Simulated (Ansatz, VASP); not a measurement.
**Sn in VASP and in Ansatz**

The input INCAR:

```
PREC = Accurate ; ENCUT = 520
EDIFF = 1E-6 ; ISMEAR = 0
SIGMA = 0.1 ; LREAL = False
LASPH = True ; NELM = 80
ALGO = Fast ; ISIF = 2
LWAVE = False ; LCHARG = False
GGA = PE ; NBANDS = 13
```

The input KPOINTS:

```
Automatic mesh
0
Gamma
  6 6 6
```

File POSCAR:

```
Sn
1.0
    3.2679015000      0.0000000000      0.0000000000
   -1.6339508000      2.8300857000      0.0000000000
    0.0000000000      0.0000000000      3.0726471000
Sn
1
Direct
    0.0000000000      0.0000000000      0.5000000000
```

Input for Ansatz:

```yaml
crystal:
  lattice:
    - [3.2679015, 0.0, 0.0]
    - [-1.6339508, 2.8300857, 0.0]
    - [0.0, 0.0, 3.0726471]
  atoms:
    - { symbol: Sn, position: [0.0, 0.0, 0.5] }
basis:
  ecutwfc: 420
kpoints:
  mp_grid: { grid: [6, 6, 6] }
hamiltonian:
  xc: pbe
scf:
  occupations: { method: gaussian, width: 0.1 }
  lower_state_search: "off"
output:
  forces: true
  stress: true
  eigenvalues: true
```

Alike in both runs: task single point; functional PBE; k mesh 6 × 6 × 6; occupations gaussian, width 0.1 eV; no spin polarisation.

```csv
,VASP,Ansatz
version,VASP 6.6.1,Ansatz 0.2.0
potentials or method,"VASP PAW PBE potentials, release 64 (Sn_d), cutoff 520 eV","scalar-relativistic, plane waves, PAW"
valence electrons in the cell,14,14
```

```tsv
	VASP	Ansatz	Ansatz less VASP
gap on the k mesh at the Fermi level (eV)	none	none	-
pressure (GPa)	0.1	0.2	+0.06
traceless stress, the component that is largest in VASP (GPa)	3.78	3.78	-0.001
```

A gap of «none» marks a metal or a gap that the smearing closes. The functional is the same, so the differences come from potentials, cutoffs and numerics.

The k mesh is coarse, so the values compare programs but aren't converged.
